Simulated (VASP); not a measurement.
# Sn in VASP: notebook, part 2 of 2

VASP 6.6.1. The steps go on from the part before.

## (3) Single point, b88 exchange, pbe correlation

This run uses another cell than the first one, of 36.73 Å³/atom.

INCAR reads:

```
SYSTEM = Sn
PREC     = Accurate       ! precision mode
ENCUT    = 500            ! plane-wave cutoff, eV
EDIFF    = 1E-6           ! SCF threshold, eV
ISMEAR   = -1             ! smearing method
SIGMA    = 0.05           ! smearing width, eV
LREAL    = .FALSE.        ! projectors in reciprocal space
LASPH    = .TRUE.         ! aspherical terms in the spheres
NELM     = 120            ! most SCF steps
ALGO     = Normal         ! electronic algorithm
ISIF     = 2              ! what is computed and relaxed
LWAVE    = .FALSE.        ! write WAVECAR
LCHARG   = .FALSE.        ! write CHGCAR
GGA      = LIBXC          ! functional
LIBXC1   = GGA_X_B88    
LIBXC2   = GGA_C_PBE    
NBANDS   = 21             ! bands
GGA_COMPAT= .FALSE.
```

KPOINTS reads:

```
Automatic mesh
0
G
  7 7 7
  0 0 0
```

POSCAR reads:

```
Sn
1.0
    0.0000000000      3.3240268149      3.3240268149
    3.3240268149      0.0000000000      3.3240268149
    3.3240268149      3.3240268149      0.0000000000
Sn
2
Direct
    0.7500000000      0.7500000000      0.7500000000
    0.5000000000      0.5000000000      0.5000000000
```

Potentials or basis: VASP PAW PBE potentials, release 64 (Sn_d).

The run is started by

```console
cat potpaw_PBE.64/Sn_d/POTCAR > POTCAR
mpirun -np 1 vasp_std > vasp.out
```

OUTCAR:

```text
SYSTEM = Sn
   PREC = Accurate
   ENCUT = 500
   EDIFF = 1E-6
   ISMEAR = -1
   LREAL = .FALSE.
   LASPH = .TRUE.
   NELM = 120
   ISIF = 2
   GGA = LIBXC

 ion  position               nearest neighbor table
   1  0.750  0.750  0.750-   2 2.88   2 2.88   2 2.88   2 2.88
   2  0.500  0.500  0.500-   1 2.88   1 2.88   1 2.88   1 2.88

  LATTYP: Found a face centered cubic cell.
 ALAT       =     6.6480536298

  Lattice vectors:

 A1 = (   0.0000000000,   3.3240268149,   3.3240268149)
 A2 = (   3.3240268149,   0.0000000000,   3.3240268149)
 A3 = (   3.3240268149,   3.3240268149,   0.0000000000)

Analysis of symmetry for initial positions (statically):
=====================================================================
 Subroutine PRICEL returns:
 Original cell was already a primitive cell.

 Routine SETGRP: Setting up the symmetry group for a
 face centered cubic supercell.

 Subroutine GETGRP returns: Found 48 space group operations
 (whereof 24 operations were pure point group operations)
 out of a pool of 48 trial point group operations.

The static configuration has the point symmetry T_d .
 The point group associated with its full space group is O_h .

Analysis of symmetry for dynamics (positions and initial velocities):
=====================================================================
 Subroutine PRICEL returns:
 Original cell was already a primitive cell.

 Routine SETGRP: Setting up the symmetry group for a
 face centered cubic supercell.

 Subroutine GETGRP returns: Found 48 space group operations
 (whereof 24 operations were pure point group operations)
 out of a pool of 48 trial point group operations.

The dynamic configuration has the point symmetry T_d .
 The point group associated with its full space group is O_h .

 Subroutine INISYM returns: Found 48 space group operations
 (whereof 24 operations are pure point group operations),
 and found     1 'primitive' translations

----------------------------------------------------------------------------------------

                                     Primitive cell

  volume of cell :      73.4554

  direct lattice vectors                    reciprocal lattice vectors
     0.000000000  3.324026815  3.324026815    -0.150419966  0.150419966  0.150419966
     3.324026815  0.000000000  3.324026815     0.150419966 -0.150419966  0.150419966
     3.324026815  3.324026815  0.000000000     0.150419966  0.150419966 -0.150419966

  length of vectors
     4.700883803  4.700883803  4.700883803     0.260535023  0.260535023  0.260535023

  position of ions in fractional coordinates (direct lattice)
     0.750000000  0.750000000  0.750000000
     0.500000000  0.500000000  0.500000000

  ion indices of the primitive-cell ions
   primitive index   ion index
                 1           1
                 2           2

----------------------------------------------------------------------------------------

 KPOINTS: Automatic mesh

Automatic generation of k-mesh.
 Grid dimensions read from file:
 generate k-points for:    7    7    7

 Generating k-lattice:

  Cartesian coordinates                     Fractional coordinates (reciprocal lattice)
    -0.021488567  0.021488567  0.021488567     0.142857143  0.000000000  0.000000000
     0.021488567 -0.021488567  0.021488567     0.000000000  0.142857143  0.000000000
     0.021488567  0.021488567 -0.021488567     0.000000000  0.000000000  0.142857143

  Length of vectors
     0.037219289  0.037219289  0.037219289

  Shift w.r.t. Gamma in fractional coordinates (k-lattice)
     0.000000000  0.000000000  0.000000000

 Subroutine IBZKPT returns following result:
 ===========================================

 Found     20 irreducible k-points:

 Following reciprocal coordinates:
            Coordinates               Weight
  0.000000  0.000000  0.000000      1.000000
  0.142857  0.000000  0.000000      8.000000
  0.285714  0.000000  0.000000      8.000000
  0.428571  0.000000  0.000000      8.000000
  0.142857  0.142857  0.000000      6.000000
  0.285714  0.142857  0.000000     24.000000
[... 12 lines left out ...]
 -0.428571  0.428571  0.142857     24.000000
 -0.285714  0.428571  0.142857     24.000000
   k-points           NKPTS =     20   k-points in BZ     NKDIM =     20   number of bands    NBANDS=     21
   number of dos      NEDOS =    301   number of ions     NIONS =      2
   total plane-waves  NPLWV =  46656
   dimension x,y,z NGX =    36 NGY =   36 NGZ =   36
   dimension x,y,z NGXF=    72 NGYF=   72 NGZF=   72
   ions per type =               2
   NGX,Y,Z   is equivalent  to a cutoff of  12.73, 12.73, 12.73 a.u.
   NGXF,Y,Z  is equivalent  to a cutoff of  25.46, 25.46, 25.46 a.u.
 SYSTEM =  Sn
   PREC   = accura    normal or accurate (medium, high low for compatibility)
   ISTART =      0    job   : 0-new  1-cont  2-samecut
   ICHARG =      2    charge: 1-file 2-atom 10-const
   ISPIN  =      1    spin polarized calculation?
   LNONCOLLINEAR =      F non collinear calculations
   LSORBIT =      F    spin-orbit coupling
   LASPH  =      T    aspherical Exc in radial PAW
   ENCUT  =  500.0 eV  36.75 Ry    6.06 a.u.   8.57  8.57  8.57*2*pi/ulx,y,z
   NELM   =    120;   NELMIN=  2; NELMDL= -5     # of ELM steps
   EDIFF  = 0.1E-05   stopping-criterion for ELM
   LREAL  =      F    real-space projection
   EDIFFG = 0.1E-04   stopping-criterion for IOM
   NSW    =      0    number of steps for IOM
   IBRION =     -1    ionic relax: 0-MD 1-quasi-New 2-CG
   NFREE  =      0    steps in history (QN), initial steepest desc. (CG)
   ISIF   =      2    stress and relaxation
   ISYM   =      2    0-nonsym 1-usesym 2-fastsym
   POTIM  = 0.5000    time-step for ionic-motion
   TEBEG  =    0.0;   TEEND  =   0.0 temperature during run
   PSTRESS=    0.0 pullay stress
   NELECT =      28.0000    total number of electrons
   NUPDOWN=      -1.0000    fix difference up-down
   EMIN   =  10.00;   EMAX   =-10.00  energy-range for DOS
   EFERMI =   0.00;   METHOD = LEGACY
   ISMEAR =    -1;   SIGMA  =   0.05  broadening in eV -4-tet -1-fermi 0-gaus
   EFERMI_NEDOS =   21; number of points for ismear=-14 and -15
   IALGO  =     38    algorithm
   IMIX   =      4    mixing-type and parameters
     AMIX     =   0.40;   BMIX     =  1.00
     AMIX_MAG =   1.60;   BMIX_MAG =  1.00
  volume/ion in A,a.u.               =      36.73       247.85
  Fermi-wavevector in a.u.,A,eV,Ry     =   1.187006  2.243116 19.170388  1.408984
  Thomas-Fermi vector in A             =   2.323167
   LORBIT       =      0    0 simple, 1 ext, 2 COOP (PROOUT), +10 PAW based schemes
   GGA     = LIBXC    functional components
   LHFCALC =     F    Hartree Fock is set to
   AEXX    =    0.0000 exact exchange contribution
   IVDW    =     0    specifies the selected vdW correction
   LEPSILON=     F    determine dielectric tensor
   LRPA    =     F    only Hartree local field effects (RPA)
 non-spin polarized calculation
  energy-cutoff  :      500.00
  volume of cell :       73.46
 maximum number of plane-waves:      1877
 NGX is ok and might be reduce to    36
   NGX = 17   NGY = 17   NGZ = 17

 number of electron      28.0000005 magnetization

 Free energy of the ion-electron system (eV)
  ---------------------------------------------------
  ext. energy  EPLUGINS =         0.00000000
  ---------------------------------------------------
  free energy    TOTEN  =        -7.48555887 eV

  energy without entropy =       -7.48183713  energy(sigma->0) =       -7.48369800

 E-fermi :   4.7361     XC(G=0):  -8.5917

 val. band max:        4.6304168798   @ k =   0.1429   0.0000   0.0000
 cond. band min:       4.7401273985   @ k =   0.4286   0.0000   0.0000
 fundamental gap:      0.1097105187
 Fermi energy:         4.7361115095

 k-point     1 :       0.0000    0.0000    0.0000
  band No.  band energies     occupation
      1     -16.7072      2.00000
      2     -16.7072      2.00000
      3     -16.7072      2.00000
      4     -16.6563      2.00000
      5     -16.6563      2.00000
      6     -16.4026      2.00000
[... 13 lines left out ...]
     20      12.6611      0.00000
     21      12.6611      0.00000
[... 433 lines left out ...]
 k-point    20 :      -0.2857    0.4286    0.1429
  band No.  band energies     occupation
      1     -16.7671      2.00000
      2     -16.7568      2.00000
      3     -16.6173      2.00000
      4     -16.5620      2.00000
      5     -16.5482      2.00000
      6     -16.5223      2.00000
[... 13 lines left out ...]
     20      13.3053      0.00000
     21      14.8648      0.00000

------------------------ aborting loop because EDIFF is reached ----------------------------------------

  FORCE on cell =-STRESS in cart. coord.  units (eV):
  Direction    XX          YY          ZZ          XY          YZ          ZX
  --------------------------------------------------------------------------------------
  -------------------------------------------------------------------------------------
  Total       -0.0117166     -0.0117166     -0.0117166      0.0000000      0.0000000     -0.0000000
  in kB       -0.2555575     -0.2555575     -0.2555575      0.0000000      0.0000000     -0.0000000
  external PRESSURE =      -0.2555575 kB  Pullay stress =       0.0000000 kB

 VOLUME and BASIS-vectors are now :
 -----------------------------------------------------------------------------
  energy-cutoff  :      500.00
  volume of cell :       73.46
      direct lattice vectors                 reciprocal lattice vectors
     0.000000000  3.324026815  3.324026815    -0.150419966  0.150419966  0.150419966
     3.324026815  0.000000000  3.324026815     0.150419966 -0.150419966  0.150419966
     3.324026815  3.324026815  0.000000000     0.150419966  0.150419966 -0.150419966

 POSITION                                       TOTAL-FORCE (eV/Angst)
 -----------------------------------------------------------------------------------
      4.98604      4.98604      4.98604        -0.000000      0.000000     -0.000000
      3.32403      3.32403      3.32403         0.000000     -0.000000      0.000000
 -----------------------------------------------------------------------------------
    total drift:                                0.000000      0.000000      0.000000

  FREE ENERGIE OF THE ION-ELECTRON SYSTEM (eV)
  ---------------------------------------------------
  free  energy   TOTEN  =        -7.4855588679 eV

  energy  without entropy=       -7.4818371330  energy(sigma->0) =       -7.48369800
```

It took 30 s on 1 thread of Intel Xeon 6975P-C (Granite Rapids), shared host; peak memory 0.2 GiB.

What came out:

```yaml
Free_energy: -7.4856 eV
Pressure: 0.0 GPa
Band_gap_on_the_k_mesh: zero (bands 14 and 15 overlap by 0.20 eV)
```

Caveat: the PAW data sets were made with another functional, which shifts forces and pressure a little; spin-orbit coupling is left out, which moves the levels of the heavy elements.

## (4) Relaxation of cell and atoms, b88 exchange, pbe correlation

This run uses another cell than the first one, of 33.80 Å³/atom.

INCAR reads:

```
PREC = Accurate
ENCUT = 500
EDIFF = 1E-7
ISMEAR = -1
SIGMA = 0.05
LREAL = False
LASPH = True
NELM = 120
ALGO = Normal
ISIF = 3
LWAVE = False
LCHARG = False
GGA = LIBXC
LIBXC1 = GGA_X_B88
LIBXC2 = GGA_C_PBE
IBRION = 2
NSW = 60
EDIFFG = -0.01
GGA_COMPAT = False
NELMIN = 4
```

KPOINTS reads:

```
Automatic mesh
0
Gamma
  7 7 7
```

POSCAR reads:

```
Sn
1.0
    0.0000000000      3.2333428000      3.2333428000
    3.2333428000      0.0000000000      3.2333428000
    3.2333428000      3.2333428000      0.0000000000
Sn
2
Direct
    0.7500000000      0.7500000000      0.7500000000
    0.5000000000      0.5000000000      0.5000000000
```

The run is started by

```console
cat potpaw_PBE.64/Sn_d/POTCAR > POTCAR
mpirun -np 1 vasp_std > vasp.out
```

It took 73 s on 1 thread of Intel Xeon 6975P-C (Granite Rapids), shared host; peak memory 0.21 GiB.

It converged, with:

- Free energy: -7.4842 eV
- Relaxed volume: 36.70 Å³/atom
- Relaxed cell: a = 4.700 Å, b = 4.700 Å, c = 4.700 Å, α = 60.00°, β = 60.00°, γ = 60.00°
- Space group after relaxing (to 0.1 Å): Fd-3m (No. 227)
- Energy gained by relaxing: 29.8 meV/atom
- Ionic steps: 3
- Pressure after relaxing: 0.0 GPa
- Band gap on the k mesh: zero (bands 14 and 15 overlap by 0.20 eV)

The path:
```
step  energy change (eV)  largest force (eV/Å)  pressure (GPa)  volume (Å³)
   1              0.0000                0.0000            3.58        67.61
   2             -0.0548                0.0000           -0.81        75.27
   3             -0.0597                0.0000            0.01        73.40
```

Final structure:
```xyz
2
Lattice="0.0000 3.3232 3.3232 3.3232 0.0000 3.3232 3.3232 3.3232 0.0000" Properties=species:S:1:pos:R:3 pbc="T T T"
Sn    4.9847    4.9847    4.9847
Sn    3.3232    3.3232    3.3232
```

Levels at points of the mesh, in eV from the Fermi level:
| k point | band 10 | band 11 | band 12 | band 13 | band 14 | band 15 | band 16 | band 17 | band 18 |
| --- | --- | --- | --- | --- | --- | --- | --- | --- | --- |
| (0.00, 0.00, 0.00) | -21.14 | -10.03 | -1.04 | 0.21 | 0.21 | 0.21 | 2.27 | 2.27 | 2.27 |

Caveat: the PAW data sets were made with another functional, which shifts forces and pressure a little; spin-orbit coupling is left out, which moves the levels of the heavy elements.

## (5) Single point, PBE (atoms moved at random)

INCAR reads:

```
PREC = Accurate ; ENCUT = 520
EDIFF = 1E-7 ; ISMEAR = 1
SIGMA = 0.1 ; LREAL = F
LASPH = T ; ALGO = Normal
NELM = 100 ; ISIF = 2
LWAVE = F ; LCHARG = F
```

KPOINTS reads:

```
k-points
0
Gamma
  6 6 6
```

POSCAR reads:

```
Sn
1.0
    0.0000000000      3.2333428000      3.2333428000
    3.2333428000      0.0000000000      3.2333428000
    3.2333428000      3.2333428000      0.0000000000
Sn
2
Direct
    0.7509310000      0.7501920000      0.7492200000
    0.5042090000      0.4979520000      0.4995880000
```

The run is started by

```console
cat potpaw_PBE.64/Sn_d/POTCAR > POTCAR
mpirun -np 1 vasp_std > vasp.out
```

It took 2.2 min on 1 thread of Intel Xeon Platinum 8488C (Sapphire Rapids), shared host; peak memory 0.27 GiB.

It converged, with:

* Free energy: -7.5912 eV
* Pressure: 3.8 GPa
* Largest force: 0.107 eV/Å
* Band gap on the k mesh: zero (bands 14 and 15 overlap by 0.09 eV)

Forces in eV/Å, atoms in the order of the input:
```
Sn  -0.047  0.092  0.027
Sn   0.047 -0.092 -0.027
```

Stress tensor (GPa, compression positive):
```
 3.82  0.08  0.30
 0.08  3.82 -0.15
 0.30 -0.15  3.83
```

Levels at points of the mesh, in eV from the Fermi level:
```
           k point  band 11  band 12  band 13  band 14  band 15  band 16  band 17  band 18
(0.00, 0.00, 0.00)   -10.69    -0.57     0.04     0.07     0.12     2.11     2.16     2.18
(0.50, 0.00, 0.00)    -9.06    -6.30    -1.16    -1.14    -0.02     3.20     3.23     5.62
(0.00, 0.50, 0.00)    -9.03    -6.38    -1.17    -1.12     0.02     3.20     3.27     5.64
(0.00, 0.00, 0.50)    -9.04    -6.34    -1.18    -1.12     0.00     3.18     3.27     5.63
(0.50, 0.50, 0.50)    -9.03    -6.37    -1.17    -1.12     0.01     3.19     3.27     5.63
(0.50, 0.50, 0.00)    -7.57    -7.55    -2.51    -2.50     0.79     0.81     7.78     7.79
(0.00, 0.50, 0.50)    -7.57    -7.54    -2.51    -2.50     0.79     0.81     7.77     7.79
(0.50, 0.00, 0.50)    -7.59    -7.53    -2.52    -2.50     0.78     0.82     7.76     7.80
```

Caveat: the cell differs from its parent crystal (atoms moved at random); the cell stands under pressure; spin-orbit coupling is left out, which moves the levels of the heavy elements.

## (6) Summary

```tsv
task	level	cell	k mesh	cutoff (eV)	smearing	dipole correction	grid for exact exchange (PRECFOCK)	share of exact exchange	screening parameter	gap on the mesh (eV)	pressure (GPa)
single point	HSE06	a = 4.633 Å, angles 60.0°, 2 atoms, atomic positions A	4 × 4 × 4	520	fermi-dirac 0.05 eV	no	Normal	0.25	0.2079 1/Å	none	0.5
single point	b88 exchange, pbe correlation	a = 4.701 Å, angles 60.0°, 2 atoms, atomic positions A	7 × 7 × 7	500	fermi-dirac 0.05 eV	no	-	-	-	none	0.0
relaxation of cell and atoms	b88 exchange, pbe correlation	relaxed from a = 4.573 Å, angles 60.0°, 2 atoms, atomic positions A	7 × 7 × 7	500	fermi-dirac 0.05 eV	no	-	-	-	none	0.0
single point	PBE	a = 4.573 Å, angles 60.0°, 2 atoms, atomic positions B	6 × 6 × 6	520	methfessel-paxton 0.1 eV	-	-	-	-	none	3.8
```

Alike in all rows: potentials or basis VASP PAW PBE potentials, release 64 (Sn_d); no spin polarisation.

Caveats: some runs use coarse meshes; spin-orbit coupling is left out, which moves the levels of the heavy elements; the PAW data sets were made with another functional, which shifts forces and pressure a little (at least some runs); the cell stands under pressure (at least some runs).

Absolute energies hang on the potentials; compare differences alone.
